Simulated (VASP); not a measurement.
# Si2Se (Pnnm) in VASP: a series of runs, part 2 of 2

VASP 6.6.1. Earlier steps stand in the parts before.

### 4 Relaxation of cell and atoms, PBE

File INCAR:

```
  ALGO = Normal
  EDIFF = 1E-6
  EDIFFG = -0.04
  ENCUT = 600
  GGA = PE
  IBRION = 2
  ISIF = 3
  ISMEAR = 0
  LASPH = True
  LCHARG = False
  LREAL = False
  LWAVE = False
  NELM = 100
  NSW = 90
  PREC = Accurate
  SIGMA = 0.1
```

File KPOINTS:

```
k-points
0
Gamma
  4 4 6
```

File POSCAR:

```
Si2Se
1.0
    4.7880727875      0.0000000000      0.0000000000
    0.0000000000      5.8438058864      0.0000000000
    0.0000000000      0.0000000000      3.6480964963
Si Se
4 2
Direct
    0.2004000000      0.3787000000      0.0000000000
    0.7996000000      0.6213000000      0.0000000000
    0.7004000000      0.1213000000      0.5000000000
    0.2996000000      0.8787000000      0.5000000000
    0.0000000000      0.0000000000      0.0000000000
    0.5000000000      0.5000000000      0.5000000000
```

Potentials or basis: VASP PAW PBE potentials, release 64 (Si, Se).

Started as:

```console
$ cat potpaw_PBE.64/Si/POTCAR potpaw_PBE.64/Se/POTCAR > POTCAR
$ mpirun -np 1 vasp_std > vasp.out
```

OUTCAR:

```text
EDIFF = 1E-6
   EDIFFG = -0.04
   ENCUT = 600
   GGA = PE
   IBRION = 2
   ISIF = 3
   ISMEAR = 0
   LASPH = True
   LREAL = False
   NELM = 100
   NSW = 90
   PREC = Accurate

 ion  position               nearest neighbor table
   1  0.200  0.379  0.000-   2 2.39   5 2.41   6 2.43   6 2.43
   2  0.800  0.621  0.000-   1 2.39   5 2.41   6 2.43   6 2.43
   3  0.700  0.121  0.500-   4 2.39   6 2.41   5 2.43   5 2.43
   4  0.300  0.879  0.500-   3 2.39   6 2.41   5 2.43   5 2.43
   5  0.000  0.000  0.000-   1 2.41   2 2.41   3 2.43   4 2.43   3 2.43   4 2.43
   6  0.500  0.500  0.500-   3 2.41   4 2.41   1 2.43   2 2.43   1 2.43   2 2.43

  LATTYP: Found a simple orthorhombic cell.
 ALAT       =     3.6480964963
 B/A-ratio  =     1.3124852351
 C/A-ratio  =     1.6018781006

  Lattice vectors:

 A1 = (   0.0000000000,   0.0000000000,   3.6480964963)
 A2 = (   4.7880727875,   0.0000000000,   0.0000000000)
 A3 = (   0.0000000000,   5.8438058864,   0.0000000000)

Analysis of symmetry for initial positions (statically):
=====================================================================
 Subroutine PRICEL returns:
 Original cell was already a primitive cell.

 Routine SETGRP: Setting up the symmetry group for a
 simple orthorhombic supercell.

 Subroutine GETGRP returns: Found  8 space group operations
 (whereof  4 operations were pure point group operations)
 out of a pool of  8 trial point group operations.

[... 286 lines left out ...]
  FREE ENERGIE OF THE ION-ELECTRON SYSTEM (eV)
  ---------------------------------------------------
  free  energy   TOTEN  =       -24.7984144793 eV

  energy  without entropy=      -24.7811722144  energy(sigma->0) =      -24.78979335

 E-fermi :   6.3084     XC(G=0):  -9.9951

 val. band max:        6.2931256566   @ k =   0.5000   0.2500   0.0000
 cond. band min:       6.3152130988   @ k =   0.2500   0.5000   0.3333
 fundamental gap:      0.0220874422
 Fermi energy:         6.3084295690

 k-point     1 :       0.0000    0.0000    0.0000
  band No.  band energies     occupation
      1      -9.0868      2.00000
      2      -8.3229      2.00000
      3      -3.0373      2.00000
      4      -1.4503      2.00000
      5      -1.1637      2.00000
      6      -1.1582      2.00000
[... 493 lines left out ...]
     17       8.4750      0.00000
     18       8.4750      0.00000

 [... further k-points ...]

[... ionic steps 4 to 20 ...]

--------------------------------------- Ionic step       21  -------------------------------------------

 number of electron      28.0000002 magnetization

------------------------ aborting loop because EDIFF is reached ----------------------------------------
[... 75 lines left out ...]
--------------------------------------- Ionic step       23  -------------------------------------------

 number of electron      28.0000000 magnetization

 Free energy of the ion-electron system (eV)
  ---------------------------------------------------
  ext. energy  EPLUGINS =         0.00000000
  ---------------------------------------------------
  free energy    TOTEN  =       -25.34966805 eV

  energy without entropy =      -25.34258254  energy(sigma->0) =      -25.34612530

 E-fermi :   6.5538     XC(G=0): -10.1292

 val. band max:        6.4950210362   @ k =   0.2500   0.5000   0.3333
 cond. band min:       6.6337402497   @ k =   0.2500   0.2500   0.5000
 fundamental gap:      0.1387192135
 Fermi energy:         6.5537832458

 k-point     1 :       0.0000    0.0000    0.0000
  band No.  band energies     occupation
      1      -8.8906      2.00000
      2      -8.1710      2.00000
      3      -2.9992      2.00000
      4      -1.3065      2.00000
      5      -1.0922      2.00000
      6      -1.0725      2.00000
[... 528 lines left out ...]
  FREE ENERGIE OF THE ION-ELECTRON SYSTEM (eV)
  ---------------------------------------------------
  free  energy   TOTEN  =       -25.3496680524 eV

  energy  without entropy=      -25.3425825446  energy(sigma->0) =      -25.34612530

 reached required accuracy - stopping structural energy minimisation
```

OSZICAR:

```text
N       E                     dE             d eps       ncg     rms          rms(c)
DAV:   1     0.106959058695E+03    0.10696E+03   -0.13117E+04  1296   0.152E+03
DAV:   2    -0.162400232517E+02   -0.12320E+03   -0.12053E+03  1710   0.204E+02
[... 204 lines left out ...]
  22 F= -.25347856E+02 E0= -.25344200E+02  d E =-.151072E-01
       N       E                     dE             d eps       ncg     rms          rms(c)
DAV:   1    -0.253501660260E+02   -0.23098E-02   -0.74349E-02  1450   0.143E+00    0.148E-01
DAV:   2    -0.253498675574E+02    0.29847E-03   -0.35915E-03  1660   0.347E-01    0.755E-02
DAV:   3    -0.253496652790E+02    0.20228E-03   -0.62554E-04  1676   0.129E-01    0.189E-02
DAV:   4    -0.253496683204E+02   -0.30413E-05   -0.63669E-05  1548   0.446E-02    0.916E-03
DAV:   5    -0.253496680524E+02    0.26799E-06   -0.37203E-06  1366   0.103E-02
  23 F= -.25349668E+02 E0= -.25346125E+02  d E =-.181192E-02
```

CONTCAR:

```text
Si2Se
   1.00000000000000
     4.9428893940644469    0.0000000000000000    0.0000000000000000
    -0.0000000000000000    7.2218485676398219    0.0000000000000000
     0.0000000000000000    0.0000000000000000    3.2715779997261798
  Si              Se
     4     2
Direct
     0.1406151800697809    0.3590235960260873    0.0000000000000000
     0.8593848199302190    0.6409764039739126    1.0000000000000000
     0.6406151800697810    0.1409764039739126    0.5000000000000000
     0.3593848199302190    0.8590235960260874    0.5000000000000000
     1.0000000000000000    0.0000000000000000    0.0000000000000000
     0.5000000000000000    0.5000000000000000    0.5000000000000000

  0.00000000E+00  0.00000000E+00  0.00000000E+00
  0.00000000E+00  0.00000000E+00  0.00000000E+00
  0.00000000E+00  0.00000000E+00  0.00000000E+00
  0.00000000E+00  0.00000000E+00  0.00000000E+00
  0.00000000E+00  0.00000000E+00  0.00000000E+00
  0.00000000E+00  0.00000000E+00  0.00000000E+00
```

Run time: 17 min. Hardware: 1 thread of Intel Xeon 8259CL, shared host; peak memory 0.25 GiB.

Results:

```
Free energy                           : -25.3497 eV
Relaxed volume                        : 19.46 Å³/atom
Relaxed cell                          : a = 4.943 Å, b = 7.222 Å, c = 3.272 Å, α = 90.00°, β = 90.00°, γ = 90.00°
Space group after relaxing (to 0.1 Å) : Pnnm (No. 58)
Energy gained by relaxing             : 336.1 meV/atom
Ionic steps                           : 23
Pressure after relaxing               : 0.0 GPa
Largest force after relaxing          : 0.021 eV/Å
Band gap on the k mesh                : zero (bands 14 and 15 overlap by 2.09 eV)
```

Forces in eV/Å, atoms in the order of the input:
```
Si   0.019 -0.008  0.000
Si  -0.019  0.008  0.000
Si   0.019  0.008  0.000
Si  -0.019 -0.008  0.000
Se   0.000  0.000  0.000
Se   0.000  0.000  0.000
```

Stress tensor (GPa, compression positive):
```
 0.23  0.00  0.00
 0.00 -0.21  0.00
 0.00  0.00  0.01
```

The path:
```tsv
step	energy change (eV)	largest force (eV/Å)	pressure (GPa)	volume (Å³)
1	0.0000	1.2322	18.96	102.08
2	-1.4350	0.5706	-2.50	134.78
3	-1.4656	0.6529	-0.64	129.29
4	-1.4657	0.6436	-0.86	129.88
5	-1.5519	0.4354	-0.66	129.00
6	-1.6222	0.3421	0.12	127.41
7	-1.6877	0.4155	-0.02	126.98
8	-1.7820	0.6469	-0.28	125.28
9	-1.8394	0.1979	-0.59	124.32
10	-1.8427	0.1597	-0.59	123.96
11	-1.8578	0.1611	0.10	122.15
12	-1.8638	0.1626	0.90	120.20
13	-1.8749	0.1480	0.85	120.21
14	-1.9084	0.1087	0.65	120.20
15	-1.9429	0.2016	-0.27	120.06
16	-1.9586	0.1935	-0.47	119.77
17	-1.9620	0.1938	-1.14	118.86
18	-1.9695	0.1932	-0.80	119.34
19	-1.9846	0.1483	-0.34	118.21
20	-1.9999	0.0657	0.79	115.83
21	-2.0124	0.0272	0.30	116.40
22	-2.0150	0.0190	-0.02	116.77
23	-2.0169	0.0209	0.01	116.78
```

Final structure:
```
Si Se
1.0
     4.94289    0.00000    0.00000
     0.00000    7.22185    0.00000
     0.00000    0.00000    3.27158
Si Se
4 2
Cartesian
  0.6950 2.5928 0.0000
  4.2478 4.6290 3.2716
  3.1665 1.0181 1.6358
  1.7764 6.2037 1.6358
  4.9429 0.0000 0.0000
  2.4714 3.6109 1.6358
```

Caveat: a cell axis changed by over 15 % at a fixed basis, so the end point is rough.

### 5 Single point, PBE

This run uses another cell than the first one, of 19.42 Å³/atom.

File INCAR:

```
SYSTEM = Si2Se
  PREC = Accurate
  ENCUT = 520
  EDIFF = 1E-6
  ISMEAR = 0
  SIGMA = 0.1
  LREAL = .False.
  LASPH = .True.
  NELM = 80
  ALGO = Normal
  ISIF = 2
  LWAVE = .False.
  LCHARG = .False.
  GGA = PE
  NBANDS = 23
```

File KPOINTS:

```
regular mesh
0
Gamma
  8 6 12
  0 0 0
```

File POSCAR:

```
Si2Se
1.0
    4.9498971844      0.0000000000      0.0000000000
    0.0000000000      7.1329773062      0.0000000000
    0.0000000000      0.0000000000      3.3001873236
Si Se
4 2
Direct
    0.1444682999      0.3593124263      0.0000000000
    0.8555317001      0.6406875737      0.0000000000
    0.6444682999      0.1406875737      0.5000000000
    0.3555317001      0.8593124263      0.5000000000
    0.0000000000      0.0000000000      0.0000000000
    0.5000000000      0.5000000000      0.5000000000
```

Potentials or basis: VASP PAW PBE potentials, release 64 (Si, Se).

Started as:

```console
$ cat potpaw_PBE.64/Si/POTCAR potpaw_PBE.64/Se/POTCAR > POTCAR
$ mpirun -np 1 vasp_std > vasp.out
```

OUTCAR:

```text
SYSTEM = Si2Se
   PREC = Accurate
   ENCUT = 520
   EDIFF = 1E-6
   ISMEAR = 0
   LREAL = .False.
   LASPH = .True.
   NELM = 80
   ISIF = 2
   GGA = PE

 ion  position               nearest neighbor table
   1  0.144  0.359  0.000-   2 2.46   6 2.61   6 2.61   5 2.66
   2  0.856  0.641  0.000-   1 2.46   6 2.61   6 2.61   5 2.66
   3  0.644  0.141  0.500-   4 2.46   5 2.61   5 2.61   6 2.66
   4  0.356  0.859  0.500-   3 2.46   5 2.61   5 2.61   6 2.66
   5  0.000  0.000  0.000-   3 2.61   4 2.61   3 2.61   4 2.61   1 2.66   2 2.66
   6  0.500  0.500  0.500-   1 2.61   2 2.61   1 2.61   2 2.61   3 2.66   4 2.66

  LATTYP: Found a simple orthorhombic cell.
 ALAT       =     3.3001873236
 B/A-ratio  =     1.4998837033
 C/A-ratio  =     2.1613855841

  Lattice vectors:

 A1 = (   0.0000000000,   0.0000000000,   3.3001873236)
 A2 = (   4.9498971844,   0.0000000000,   0.0000000000)
 A3 = (   0.0000000000,   7.1329773062,   0.0000000000)

Analysis of symmetry for initial positions (statically):
=====================================================================
 Subroutine PRICEL returns:
 Original cell was already a primitive cell.

 Routine SETGRP: Setting up the symmetry group for a
 simple orthorhombic supercell.

 Subroutine GETGRP returns: Found  8 space group operations
 (whereof  4 operations were pure point group operations)
 out of a pool of  8 trial point group operations.

The static configuration has the point symmetry C_2h.
 The point group associated with its full space group is D_2h.

Analysis of symmetry for dynamics (positions and initial velocities):
=====================================================================
 Subroutine PRICEL returns:
 Original cell was already a primitive cell.

 Routine SETGRP: Setting up the symmetry group for a
 simple orthorhombic supercell.

 Subroutine GETGRP returns: Found  8 space group operations
[... 133 lines left out ...]
  volume/ion in A,a.u.               =      19.42       131.05
  Fermi-wavevector in a.u.,A,eV,Ry     =   1.017792  1.923348 14.094279  1.035900
  Thomas-Fermi vector in A             =   2.151213
   LORBIT       =      0    0 simple, 1 ext, 2 COOP (PROOUT), +10 PAW based schemes
   GGA     = PE    functional components
   LHFCALC =     F    Hartree Fock is set to
   AEXX    =    0.0000 exact exchange contribution
   IVDW    =     0    specifies the selected vdW correction
   LEPSILON=     F    determine dielectric tensor
   LRPA    =     F    only Hartree local field effects (RPA)
 non-spin polarized calculation
 Gauss-broadening in eV      SIGMA  =   0.10
  energy-cutoff  :      520.00
  volume of cell :      116.52
 maximum number of plane-waves:      3176
 NGX is ok and might be reduce to    40
   NGX = 19   NGY = 27   NGZ = 13

 number of electron      27.9999998 magnetization

 Free energy of the ion-electron system (eV)
  ---------------------------------------------------
  ext. energy  EPLUGINS =         0.00000000
  ---------------------------------------------------
  free energy    TOTEN  =       -25.38965483 eV

  energy without entropy =      -25.37554141  energy(sigma->0) =      -25.38259812

 E-fermi :   6.6586     XC(G=0): -10.1351

 val. band max:        6.6572626204   @ k =   0.2500   0.5000   0.1667
 cond. band min:       6.6724572856   @ k =   0.0000   0.5000   0.2500
 fundamental gap:      0.0151946652
 Fermi energy:         6.6586320797

 k-point     1 :       0.0000    0.0000    0.0000
  band No.  band energies     occupation
      1      -8.9325      2.00000
      2      -8.1904      2.00000
      3      -2.9702      2.00000
      4      -1.2569      2.00000
      5      -1.0807      2.00000
      6      -1.0041      2.00000
[... 613 lines left out ...]
     22      11.5292      0.00000
     23      11.6683      0.00000

 [... further k-points ...]

------------------------ aborting loop because EDIFF is reached ----------------------------------------

  FORCE on cell =-STRESS in cart. coord.  units (eV):
  Direction    XX          YY          ZZ          XY          YZ          ZX
  --------------------------------------------------------------------------------------
  -------------------------------------------------------------------------------------
  Total        0.0015468     -0.0070239      0.0248683     -0.0000000      0.0000000      0.0000000
  in kB        0.0212687     -0.0965790      0.3419403     -0.0000000      0.0000000      0.0000000
  external PRESSURE =       0.0888767 kB  Pullay stress =       0.0000000 kB

 VOLUME and BASIS-vectors are now :
 -----------------------------------------------------------------------------
  energy-cutoff  :      520.00
  volume of cell :      116.52
      direct lattice vectors                 reciprocal lattice vectors
     4.949897184  0.000000000  0.000000000     0.202024398  0.000000000  0.000000000
     0.000000000  7.132977306  0.000000000     0.000000000  0.140193913  0.000000000
     0.000000000  0.000000000  3.300187324     0.000000000  0.000000000  0.303013103

 POSITION                                       TOTAL-FORCE (eV/Angst)
 -----------------------------------------------------------------------------------
      0.71510      2.56297      0.00000        -0.008564      0.004699     -0.000000
      4.23479      4.57001      0.00000         0.008564     -0.004699      0.000000
      3.19005      1.00352      1.65009        -0.008564     -0.004699     -0.000000
      1.75985      6.12946      1.65009         0.008564      0.004699      0.000000
      0.00000      0.00000      0.00000         0.000000      0.000000      0.000000
      2.47495      3.56649      1.65009         0.000000      0.000000      0.000000
 -----------------------------------------------------------------------------------
    total drift:                               -0.000000     -0.000000      0.000000

  FREE ENERGIE OF THE ION-ELECTRON SYSTEM (eV)
  ---------------------------------------------------
  free  energy   TOTEN  =       -25.3896548305 eV

  energy  without entropy=      -25.3755414055  energy(sigma->0) =      -25.38259812
```

stdout:

```text
POSCAR found type information on POSCAR SiSe
 POSCAR found :  2 types and       6 ions
 scaLAPACK will be used
 LDA part: xc-table for (Slater+PW92), standard interpolation
 POSCAR, INCAR and KPOINTS ok, starting setup
 FFT: planning ... GRIDC
 FFT: planning ... GRID_SOFT
 FFT: planning ... GRID
 WAVECAR not read
 entering main loop
```

It took 5.9 min on 1 thread of Intel Xeon 8259CL, shared host; peak memory 0.42 GiB.

Results:

* Free energy: -25.3897 eV
* Pressure: 0.0 GPa
* Largest force: 0.010 eV/Å
* Band gap on the k mesh: zero (bands 14 and 15 overlap by 2.28 eV)

Forces on the atoms (eV/Å):
```
Si  -0.009  0.005  0.000
Si   0.009 -0.005  0.000
Si  -0.009 -0.005  0.000
Si   0.009  0.005  0.000
Se   0.000  0.000  0.000
Se   0.000  0.000  0.000
```

### 6 The runs side by side

| task | cell | k mesh | cutoff (eV) | gap on the mesh (eV) | pressure (GPa) | largest force (eV/Å) |
| --- | --- | --- | --- | --- | --- | --- |
| single point | a = 4.788, b = 5.844, c = 3.648 Å, 6 atoms, atomic positions A | 4 × 4 × 6 | 520 | none | 19.0 | 1.23 |
| single point | a = 4.960, b = 7.214, c = 3.270 Å, 6 atoms, atomic positions B | 4 × 4 × 6 | 520 | none | 0.0 | 0.02 |
| relaxation of cell and atoms | relaxed from a = 4.788, b = 5.844, c = 3.648 Å, 6 atoms, atomic positions A | 4 × 4 × 6 | 600 | none | 0.0 | 0.02 |
| single point | a = 4.950, b = 7.133, c = 3.300 Å, 6 atoms, atomic positions C | 8 × 6 × 12 | 520 | none | 0.0 | 0.01 |

Alike in all rows: level PBE; potentials or basis VASP PAW PBE potentials, release 64 (Si, Se); no spin polarisation; smearing gaussian 0.1 eV.

Caveats: the stress differs along the axes, from 17 to 22 GPa (at least some runs); forces of over 1 eV/Å act on the atoms, so gaps and moduli don't describe the material at rest (at least some runs); a cell axis changed by over 15 % at a fixed basis, so the end point is rough (at least some runs).

Absolute energies hang on the potentials; compare differences alone.

The gap in the log of VASP goes by the Fermi energy; the results here count the filled bands.